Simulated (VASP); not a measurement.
# Li2S (Fm-3m) in VASP: density of states with PBE

Aim: the density of states of Li2S with PBE.

Everything below comes from runs of VASP 6.6.1. Logs are shortened: lines on timing, memory, paths and dates and some standing lists are left out, and cuts for length are marked.

## (1) The cell of the first run

Symmetry: Fm-3m, No. 225, cubic system. The conventional cell has a = 5.643 Å, b = 5.643 Å, c = 5.643 Å, α = 90.00°, β = 90.00°, γ = 90.00°. Within 3.2 Å of S (site symmetry m-3m) lie 8 Li at 2.44 Å. Within 3.2 Å of Li (site symmetry -43m) lie 4 S at 2.44 Å and 6 Li at 2.82 Å.

## (2) Density of states, PBE

POSCAR reads:

```
Li2S
1.0
    0.0000000000      2.8216290000      2.8216290000
    2.8216290000      0.0000000000      2.8216290000
    2.8216290000      2.8216290000      0.0000000000
S Li
1 2
Direct
    0.0000000000      0.0000000000      0.0000000000
    0.2500000000      0.2500000000      0.2500000000
    0.7500000000      0.7500000000      0.7500000000
```

INCAR.step1 reads:

```
PREC = Accurate
ENCUT = 650
EDIFF = 1E-6
ISMEAR = 1
SIGMA = 0.0845
LREAL = F
LASPH = T
NELM = 120
ALGO = Normal
ISIF = 2
LWAVE = F
LCHARG = T
GGA = PE
NBANDS = 13
GGA_COMPAT = F
NEDOS = 2001
LORBIT = 11
```

KPOINTS.step1 reads:

```
Automatic mesh
0
Gamma
  8 8 8
```

INCAR.step2 reads:

```
PREC = Accurate
ENCUT = 650
EDIFF = 1E-6
ISMEAR = -5
SIGMA = 0.0845
LREAL = F
LASPH = T
NELM = 120
ALGO = Normal
ISIF = 2
LWAVE = F
LCHARG = F
GGA = PE
LORBIT = 11
NEDOS = 2001
ICHARG = 11
GGA_COMPAT = F
```

KPOINTS.step2 reads:

```
Automatic mesh
0
Gamma
  12 12 12
```

Potentials or basis: VASP PAW PBE potentials, release 64 (S, Li_sv).

Run with:

```console
$ cat potpaw_PBE.64/S/POTCAR potpaw_PBE.64/Li_sv/POTCAR > POTCAR
$ cp INCAR.step1 INCAR
$ cp KPOINTS.step1 KPOINTS
$ mpirun -np 1 vasp_std > vasp.out
$ cp INCAR.step2 INCAR
$ cp KPOINTS.step2 KPOINTS
$ mpirun -np 1 vasp_std > vasp.out
```

OUTCAR:

```text
PREC = Accurate
   ENCUT = 650
   EDIFF = 1E-6
   ISMEAR = -5
   LREAL = F
   LASPH = T
   NELM = 120
   ISIF = 2
   GGA = PE
   LORBIT = 11
   ICHARG = 11

 ion  position               nearest neighbor table
   1  0.000  0.000  0.000-   2 2.44   3 2.44   3 2.44   3 2.44   3 2.44   2 2.44   2 2.44   2 2.44

   2  0.250  0.250  0.250-   1 2.44   1 2.44   1 2.44   1 2.44
   3  0.750  0.750  0.750-   1 2.44   1 2.44   1 2.44   1 2.44

  LATTYP: Found a face centered cubic cell.
 ALAT       =     5.6432580000

  Lattice vectors:

 A1 = (   0.0000000000,   2.8216290000,   2.8216290000)
 A2 = (   2.8216290000,   0.0000000000,   2.8216290000)
 A3 = (   2.8216290000,   2.8216290000,   0.0000000000)

Analysis of symmetry for initial positions (statically):
=====================================================================
 Subroutine PRICEL returns:
 Original cell was already a primitive cell.

 Routine SETGRP: Setting up the symmetry group for a
 face centered cubic supercell.

 Subroutine GETGRP returns: Found 48 space group operations
 (whereof 48 operations were pure point group operations)
 out of a pool of 48 trial point group operations.

The static configuration has the point symmetry O_h .

Analysis of symmetry for dynamics (positions and initial velocities):
=====================================================================
 Subroutine PRICEL returns:
 Original cell was already a primitive cell.

 Routine SETGRP: Setting up the symmetry group for a
 face centered cubic supercell.

 Subroutine GETGRP returns: Found 48 space group operations
 (whereof 48 operations were pure point group operations)
 out of a pool of 48 trial point group operations.

The dynamic configuration has the point symmetry O_h .

 Subroutine INISYM returns: Found 48 space group operations
 (whereof 48 operations are pure point group operations),
 and found     1 'primitive' translations

----------------------------------------------------------------------------------------

                                     Primitive cell

  volume of cell :      44.9293

  direct lattice vectors                    reciprocal lattice vectors
     0.000000000  2.821629000  2.821629000    -0.177202602  0.177202602  0.177202602
     2.821629000  0.000000000  2.821629000     0.177202602 -0.177202602  0.177202602
     2.821629000  2.821629000  0.000000000     0.177202602  0.177202602 -0.177202602

  length of vectors
     3.990386000  3.990386000  3.990386000     0.306923909  0.306923909  0.306923909

  position of ions in fractional coordinates (direct lattice)
     0.000000000  0.000000000  0.000000000
     0.250000000  0.250000000  0.250000000
     0.750000000  0.750000000  0.750000000

  ion indices of the primitive-cell ions
   primitive index   ion index
                 1           1
                 2           2
                 3           3

----------------------------------------------------------------------------------------

 KPOINTS: Automatic mesh

Automatic generation of k-mesh.
 Grid dimensions read from file:
 generate k-points for:   12   12   12

 Generating k-lattice:

  Cartesian coordinates                     Fractional coordinates (reciprocal lattice)
    -0.014766883  0.014766883  0.014766883     0.083333333  0.000000000  0.000000000
     0.014766883 -0.014766883  0.014766883     0.000000000  0.083333333  0.000000000
     0.014766883  0.014766883 -0.014766883     0.000000000  0.000000000  0.083333333

  Length of vectors
     0.025576992  0.025576992  0.025576992

  Shift w.r.t. Gamma in fractional coordinates (k-lattice)
     0.000000000  0.000000000  0.000000000

 TETIRR: Found    247 inequivalent tetrahedra from    10368

 Subroutine IBZKPT returns following result:
 ===========================================

 Found     72 irreducible k-points:

 Following reciprocal coordinates:
            Coordinates               Weight
  0.000000  0.000000  0.000000      1.000000
  0.083333  0.000000  0.000000      8.000000
  0.166667  0.000000  0.000000      8.000000
  0.250000  0.000000  0.000000      8.000000
  0.333333  0.000000  0.000000      8.000000
  0.416667  0.000000  0.000000      8.000000
[... 16 lines left out ...]
  0.500000  0.166667  0.000000     24.000000
 -0.416667  0.166667  0.000000     24.000000
 [... further k-points ...]
   k-points           NKPTS =     72   k-points in BZ     NKDIM =     72   number of bands    NBANDS=     10
   number of dos      NEDOS =   2001   number of ions     NIONS =      3
   total plane-waves  NPLWV =  46656
   dimension x,y,z NGX =    36 NGY =   36 NGZ =   36
   dimension x,y,z NGXF=    72 NGYF=   72 NGZF=   72
   ions per type =               1   2
   NGX,Y,Z   is equivalent  to a cutoff of  15.00, 15.00, 15.00 a.u.
   NGXF,Y,Z  is equivalent  to a cutoff of  30.00, 30.00, 30.00 a.u.
 SYSTEM =  unknown system
   PREC   = accura    normal or accurate (medium, high low for compatibility)
   ISTART =      0    job   : 0-new  1-cont  2-samecut
   ICHARG =     11    charge: 1-file 2-atom 10-const
   ISPIN  =      1    spin polarized calculation?
   LNONCOLLINEAR =      F non collinear calculations
   LSORBIT =      F    spin-orbit coupling
   LASPH  =      T    aspherical Exc in radial PAW
   ENCUT  =  650.0 eV  47.77 Ry    6.91 a.u.   8.30  8.30  8.30*2*pi/ulx,y,z
   NELM   =    120;   NELMIN=  2; NELMDL=  0     # of ELM steps
   EDIFF  = 0.1E-05   stopping-criterion for ELM
   LREAL  =      F    real-space projection
   EDIFFG = 0.1E-04   stopping-criterion for IOM
   NSW    =      0    number of steps for IOM
   IBRION =     -1    ionic relax: 0-MD 1-quasi-New 2-CG
   NFREE  =      0    steps in history (QN), initial steepest desc. (CG)
   ISIF   =      2    stress and relaxation
   ISYM   =      2    0-nonsym 1-usesym 2-fastsym
   POTIM  = 0.5000    time-step for ionic-motion
   TEBEG  =    0.0;   TEEND  =   0.0 temperature during run
   PSTRESS=    0.0 pullay stress
   NELECT =      12.0000    total number of electrons
   NUPDOWN=      -1.0000    fix difference up-down
   EMIN   =  10.00;   EMAX   =-10.00  energy-range for DOS
   EFERMI =   0.00;   METHOD = LEGACY
   ISMEAR =    -5;   SIGMA  =   0.08  broadening in eV -4-tet -1-fermi 0-gaus
   EFERMI_NEDOS =   21; number of points for ismear=-14 and -15
   IALGO  =     38    algorithm
   IMIX   =      4    mixing-type and parameters
     AMIX     =   0.40;   BMIX     =  1.00
     AMIX_MAG =   1.60;   BMIX_MAG =  1.00
  volume/ion in A,a.u.               =      14.98       101.07
  Fermi-wavevector in a.u.,A,eV,Ry     =   1.054287  1.992313 15.123150  1.111520
  Thomas-Fermi vector in A             =   2.189441
   LORBIT       =     11    0 simple, 1 ext, 2 COOP (PROOUT), +10 PAW based schemes
   GGA     = PE    functional components
   LHFCALC =     F    Hartree Fock is set to
   AEXX    =    0.0000 exact exchange contribution
   IVDW    =     0    specifies the selected vdW correction
   LEPSILON=     F    determine dielectric tensor
   LRPA    =     F    only Hartree local field effects (RPA)
 non-spin polarized calculation
 Fermi weights with tetrahedron method with Bloechl corrections
  energy-cutoff  :      650.00
  volume of cell :       44.93
 maximum number of plane-waves:      1713
 NGX is ok and might be reduce to    36

 number of electron      11.9999996 magnetization

 Free energy of the ion-electron system (eV)
  ---------------------------------------------------
  ext. energy  EPLUGINS =         0.00000000
  ---------------------------------------------------
  free energy    TOTEN  =       -11.98892945 eV

  energy without entropy =      -11.98892945  energy(sigma->0) =      -11.98892945

 E-fermi :   1.6542     XC(G=0):  -8.6175

 val. band max:        1.6439483510   @ k =   0.0000   0.0000   0.0000
 cond. band min:       5.0132521802   @ k =   0.5000   0.5000   0.0000
 fundamental gap:      3.3693038291
 Fermi energy:         1.6541620582

 k-point     1 :       0.0000    0.0000    0.0000
  band No.  band energies     occupation
      1     -42.4782      2.00000
      2     -42.4304      2.00000
      3      -9.4575      2.00000
      4       1.6439      2.00000
      5       1.6439      2.00000
      6       1.6439      2.00000
      7       6.0671      0.00000
      8       7.8863      0.00000
      9       7.8863      0.00000
     10       7.8863      0.00000

 k-point     2 :       0.0833    0.0000    0.0000
  band No.  band energies     occupation
      1     -42.4773      2.00000
      2     -42.4313      2.00000
      3      -9.4306      2.00000
      4       1.3454      2.00000
      5       1.6011      2.00000
      6       1.6011      2.00000
      7       6.2847      0.00000
      8       8.0022      0.00000
      9       8.0022      0.00000
     10       8.0558      0.00000

 k-point     3 :       0.1667    0.0000    0.0000
  band No.  band energies     occupation
      1     -42.4747      2.00000
      2     -42.4335      2.00000
      3      -9.3549      2.00000
      4       0.6627      2.00000
      5       1.4908      2.00000
      6       1.4908      2.00000
      7       6.7233      0.00000
      8       8.2702      0.00000
      9       8.2702      0.00000
     10       8.5343      0.00000
[... 248 lines left out ...]
 k-point    23 :       0.5000    0.1667    0.0000
  band No.  band energies     occupation
      1     -42.4572      2.00000
      2     -42.4493      2.00000
      3      -8.9700      2.00000
      4      -1.0807      2.00000
      5       0.6632      2.00000
      6       0.8336      2.00000
      7       7.3369      0.00000
      8       8.8884      0.00000
      9       9.1054      0.00000
     10      10.3246      0.00000

 k-point    24 :      -0.4167    0.1667    0.0000
  band No.  band energies     occupation
      1     -42.4548      2.00000
      2     -42.4518      2.00000
      3      -8.9604      2.00000
      4      -1.1273      2.00000
      5       0.5498      2.00000
      6       0.9313      2.00000
      7       7.5741      0.00000
      8       8.7089      0.00000
      9       9.0239      0.00000
     10      10.7336      0.00000

 [... further k-points ...]

------------------------ aborting loop because EDIFF is reached ----------------------------------------

  FORCE on cell =-STRESS in cart. coord.  units (eV):
  Direction    XX          YY          ZZ          XY          YZ          ZX
  --------------------------------------------------------------------------------------
  -------------------------------------------------------------------------------------
  Total        0.3543495      0.3543495      0.3543495      0.0000000      0.0000000     -0.0000000
  in kB       12.6360906     12.6360906     12.6360906      0.0000000      0.0000000     -0.0000000
  external PRESSURE =      12.6360906 kB  Pullay stress =       0.0000000 kB

 VOLUME and BASIS-vectors are now :
 -----------------------------------------------------------------------------
  energy-cutoff  :      650.00
  volume of cell :       44.93
      direct lattice vectors                 reciprocal lattice vectors
     0.000000000  2.821629000  2.821629000    -0.177202602  0.177202602  0.177202602
     2.821629000  0.000000000  2.821629000     0.177202602 -0.177202602  0.177202602
     2.821629000  2.821629000  0.000000000     0.177202602  0.177202602 -0.177202602

 POSITION                                       TOTAL-FORCE (eV/Angst)
 -----------------------------------------------------------------------------------
      0.00000      0.00000      0.00000        -0.000000     -0.000000     -0.000000
      1.41081      1.41081      1.41081         0.000000      0.000000      0.000000
      4.23244      4.23244      4.23244        -0.000000     -0.000000     -0.000000
 -----------------------------------------------------------------------------------
    total drift:                                0.000000      0.000000      0.000000

  FREE ENERGIE OF THE ION-ELECTRON SYSTEM (eV)
  ---------------------------------------------------
  free  energy   TOTEN  =       -11.9889294523 eV

  energy  without entropy=      -11.9889294523  energy(sigma->0) =      -11.98892945

 total charge

# of ion       s       p       d       tot
------------------------------------------
    1        1.301   2.503   0.000   3.805
    2        2.023   0.060   0.000   2.083
    3        2.023   0.060   0.000   2.083
--------------------------------------------------
tot          5.348   2.623   0.000   7.971
```

It took 95 s on 1 thread of AMD EPYC 7R43 (Zen 3), shared host; peak memory 0.16 GiB.

What came out:

| Quantity | Value |
| --- | --- |
| Valence electrons inside the program's atomic spheres | S 3.81; Li 2.08 |
